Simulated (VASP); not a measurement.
# Br (P6_3/mmc) in VASP: further runs, part 2 of 2

VASP 6.6.1. The steps go on from the part before.

### 4 Relaxation of cell and atoms, PBE, target pressure 60 GPa, at which the enthalpy is minimised

INCAR reads:

```
SYSTEM = Br
ALGO = Normal
EDIFF = 1E-7
EDIFFG = -0.02
ENCUT = 600
GGA = PE
IBRION = 2
ISIF = 3
ISMEAR = 1
LASPH = .True.
LCHARG = .False.
LREAL = .False.
LWAVE = .False.
NELM = 60
NSW = 50
PREC = Accurate
PSTRESS = 600.0
SIGMA = 0.01
```

KPOINTS reads:

```
k-points
0
Gamma
  8 8 4
  0 0 0
```

POSCAR reads:

```
Br
1.0
    3.3300000000      0.0000000000      0.0000000000
   -1.6650000000      2.8838645946      0.0000000000
    0.0000000000      0.0000000000      5.4378900000
Br
2
Direct
    0.3333333333      0.6666666667      0.2500000000
    0.6666666667      0.3333333333      0.7500000000
```

Potentials or basis: VASP PAW PBE potentials, release 64 (Br).

Launch:

```console
$ cat potpaw_PBE.64/Br/POTCAR > POTCAR
$ mpirun -np 1 vasp_std > vasp.out
```

OUTCAR:

```text
SYSTEM = Br
   EDIFF = 1E-7
   EDIFFG = -0.02
   ENCUT = 600
   GGA = PE
   IBRION = 2
   ISIF = 3
   ISMEAR = 1
   LASPH = .True.
   LREAL = .False.
   NELM = 60
   NSW = 50
   PREC = Accurate
   PSTRESS = 600.0

 ion  position               nearest neighbor table
   1  0.333  0.667  0.250-
   2  0.667  0.333  0.750-

  LATTYP: Found a hexagonal cell.
 ALAT       =     3.3300000000
 C/A-ratio  =     1.6330000000

  Lattice vectors:

 A1 = (   3.3300000000,   0.0000000000,   0.0000000000)
 A2 = (  -1.6650000000,   2.8838645946,   0.0000000000)
 A3 = (   0.0000000000,   0.0000000000,   5.4378900000)

Analysis of symmetry for initial positions (statically):
=====================================================================
 Subroutine PRICEL returns:
 Original cell was already a primitive cell.

 Routine SETGRP: Setting up the symmetry group for a
 hexagonal supercell.

 Subroutine GETGRP returns: Found 24 space group operations
 (whereof 12 operations were pure point group operations)
 out of a pool of 24 trial point group operations.

The static configuration has the point symmetry D_3d.
 The point group associated with its full space group is D_6h.

Analysis of symmetry for dynamics (positions and initial velocities):
=====================================================================
 Subroutine PRICEL returns:
 Original cell was already a primitive cell.

 Routine SETGRP: Setting up the symmetry group for a
 hexagonal supercell.

 Subroutine GETGRP returns: Found 24 space group operations
 (whereof 12 operations were pure point group operations)
 out of a pool of 24 trial point group operations.

The dynamic configuration has the point symmetry D_3d.
 The point group associated with its full space group is D_6h.

 Subroutine INISYM returns: Found 24 space group operations
[... 111 lines left out ...]
   EFERMI =   0.00;   METHOD = LEGACY
   ISMEAR =     1;   SIGMA  =   0.01  broadening in eV -4-tet -1-fermi 0-gaus
   EFERMI_NEDOS =   21; number of points for ismear=-14 and -15
   IALGO  =     38    algorithm
   IMIX   =      4    mixing-type and parameters
     AMIX     =   0.40;   BMIX     =  1.00
     AMIX_MAG =   1.60;   BMIX_MAG =  1.00
  volume/ion in A,a.u.               =      26.11       176.20
  Fermi-wavevector in a.u.,A,eV,Ry     =   1.055604  1.994802 15.160968  1.114300
  Thomas-Fermi vector in A             =   2.190808
   LORBIT       =      0    0 simple, 1 ext, 2 COOP (PROOUT), +10 PAW based schemes
   GGA     = PE    functional components
   LHFCALC =     F    Hartree Fock is set to
   AEXX    =    0.0000 exact exchange contribution
   IVDW    =     0    specifies the selected vdW correction
   LEPSILON=     F    determine dielectric tensor
   LRPA    =     F    only Hartree local field effects (RPA)
 conjugate gradient relaxation of ions
 non-spin polarized calculation
 Methfessel and Paxton  Order N= 1 SIGMA  =   0.01
  energy-cutoff  :      600.00
  volume of cell :       52.22
 maximum number of plane-waves:      1764
 NGX is ok and might be reduce to    28
   NGX = 13   NGY = 13   NGZ = 21

--------------------------------------- Ionic step        1  -------------------------------------------

 number of electron      13.9999999 magnetization

 Free energy of the ion-electron system (eV)
  ---------------------------------------------------
  ext. energy  EPLUGINS =         0.00000000
  ---------------------------------------------------
  free energy    TOTEN  =        -1.87970532 eV

  energy without entropy =       -1.87959003  energy(sigma->0) =       -1.87966689

------------------------ aborting loop because EDIFF is reached ----------------------------------------

  FORCE on cell =-STRESS in cart. coord.  units (eV):
  Direction    XX          YY          ZZ          XY          YZ          ZX
  --------------------------------------------------------------------------------------
  -------------------------------------------------------------------------------------
  Total       -0.0816834     -0.0816834      0.8105811      0.0000000     -0.0000000      0.0000000
  in kB       -2.5060798     -2.5060798     24.8689558      0.0000000     -0.0000000      0.0000000
  external PRESSURE =    -593.3810680 kB  Pullay stress =     600.0000000 kB
[... 1121 lines left out ...]
  band No.  band energies     occupation
      1      -6.4814      2.00000
      2      -6.4814      2.00000
      3       2.0019      2.00000
      4       2.0019      2.00000
      5       8.6441      2.00000
      6       8.6441      2.00000
      7       9.5268      2.00000
      8       9.5268      2.00000
      9      16.8831      0.00000
     10      16.8831      0.00000
     11      19.5203      0.00000

 [... further k-points ...]

[... ionic steps 4 to 15 ...]

--------------------------------------- Ionic step       16  -------------------------------------------

 number of electron      14.0000001 magnetization

------------------------ aborting loop because EDIFF is reached ----------------------------------------
[... 71 lines left out ...]
--------------------------------------- Ionic step       18  -------------------------------------------

 number of electron      14.0000001 magnetization

 Free energy of the ion-electron system (eV)
  ---------------------------------------------------
  ext. energy  EPLUGINS =         0.00000000
  ---------------------------------------------------
  free energy    TOTEN  =         0.47508639 eV

  energy without entropy =        0.47534311  energy(sigma->0) =        0.47517196

 E-fermi :   8.7305     XC(G=0): -11.9245

 val. band max:        8.6439344918   @ k =   0.2500   0.0000   0.0000
 cond. band min:       8.7314920022   @ k =   0.2500   0.1250   0.2500
 fundamental gap:      0.0875575104
 Fermi energy:         8.7305019873
[... 369 lines left out ...]
  energy  without entropy=        0.4753431099  energy(sigma->0) =        0.47517196

  enthalpy is  TOTEN    =        12.1119115340 eV   P V=       11.6368251465

 reached required accuracy - stopping structural energy minimisation
```

Run time: 5.3 min. Hardware: 1 thread of AMD EPYC 7R13, shared host; peak memory 0.19 GiB.

What came out:

* Free energy: 0.4751 eV
* Relaxed volume: 15.54 Å³/atom
* Relaxed cell: a = 2.699 Å, b = 2.699 Å, c = 4.924 Å, α = 90.00°, β = 90.00°, γ = 120.00°
* Space group after relaxing (to 0.05 Å): P6_3/mmc (No. 194)
* Energy change on relaxing (the enthalpy is what falls): +1177.4 meV/atom
* Ionic steps: 18
* Pressure after relaxing: 60.0 GPa
* Band gap on the k mesh: zero (band 7 reaches 11.84 eV, above the bottom of band 8 at 6.36 eV)

The path:
| step | energy change (eV) | largest force (eV/Å) | pressure (GPa) | volume (Å³) |
| --- | --- | --- | --- | --- |
| 1 | 0.0000 | 0.0000 | 0.66 | 52.22 |
| 2 | 110.4199 | 0.0000 | 4487.65 | 7.92 |
| 3 | 0.0986 | 0.0000 | 5.49 | 46.51 |
| 4 | 0.3074 | 0.0000 | 11.55 | 42.45 |
| 5 | 3.6097 | 0.0000 | 84.95 | 28.38 |
| 6 | 2.2226 | 0.0000 | 55.00 | 31.62 |
| 7 | 2.4427 | 0.0000 | 59.46 | 31.00 |
| 8 | 2.5762 | 0.0000 | 62.38 | 30.65 |
| 9 | 2.2211 | 0.0000 | 55.71 | 31.52 |
| 10 | 2.1896 | 0.0000 | 55.07 | 31.61 |
| 11 | 2.1972 | 0.0000 | 55.42 | 31.55 |
| 12 | 2.2545 | 0.0000 | 57.80 | 31.35 |
| 13 | 2.2613 | 0.0000 | 58.05 | 31.33 |
| 14 | 2.2570 | 0.0000 | 57.90 | 31.34 |
| 15 | 2.3513 | 0.0000 | 59.83 | 31.08 |
| 16 | 2.3346 | 0.0000 | 59.48 | 31.13 |
| 17 | 2.3496 | 0.0000 | 59.86 | 31.09 |
| 18 | 2.3548 | 0.0000 | 60.00 | 31.07 |

Final structure:
```cif
data_structure
_symmetry_space_group_name_H-M 'P 1'
_symmetry_Int_Tables_number 1
_cell_length_a 2.6995
_cell_length_b 2.6995
_cell_length_c 4.9238
_cell_angle_alpha 90.000
_cell_angle_beta 90.000
_cell_angle_gamma 120.000
_cell_volume 31.07
loop_
_atom_site_label
_atom_site_type_symbol
_atom_site_fract_x
_atom_site_fract_y
_atom_site_fract_z
_atom_site_occupancy
Br1 Br 0.33333 0.66667 0.25000 1
Br2 Br 0.66667 0.33333 0.75000 1
```

Levels at points of the mesh, in eV from the Fermi level:
| k point | band 4 | band 5 | band 6 | band 7 | band 8 | band 9 | band 10 | band 11 |
| --- | --- | --- | --- | --- | --- | --- | --- | --- |
| (0.00, 0.00, 0.00) | 0.85 | 2.08 | 2.08 | 3.10 | 3.10 | 9.56 | 10.56 | 13.61 |
| (0.50, 0.00, 0.00) | -7.59 | -4.79 | -2.21 | -1.41 | 0.78 | 5.84 | 7.48 | 9.49 |
| (0.00, 0.00, 0.50) | -5.09 | 2.58 | 2.58 | 2.58 | 2.58 | 11.45 | 11.45 | 13.11 |
| (0.50, 0.00, 0.50) | -9.09 | -1.62 | -1.62 | -0.47 | -0.47 | 6.32 | 6.32 | 7.47 |

Caveat: the cell is relaxed towards a set pressure, so the enthalpy falls and the energy may rise; the volume moved by over 15 % at a fixed basis, so the end points are rough.

### 5 Overview

```tsv
cell	gap on the mesh (eV)	pressure (GPa)
relaxed to 20 GPa	none	20.0
relaxed to 40 GPa	none	40.0
relaxed to 60 GPa	none	60.0
```

Alike in all rows: task relaxation of cell and atoms; level PBE; potentials or basis VASP PAW PBE potentials, release 64 (Br); no spin polarisation; k mesh 8 × 8 × 4; cutoff (eV) 600; smearing methfessel-paxton 0.01 eV.

Caveats: the cell is relaxed towards a set pressure, so the enthalpy falls and the energy may rise; the volume moved by over 15 % at a fixed basis, so the end points are rough; this functional lacks dispersion, which binds the layers, so the pressure and a relaxed spacing across them are unreliable (some runs).

Total energies depend on the potentials used, so only differences within one code and one set of settings carry meaning.
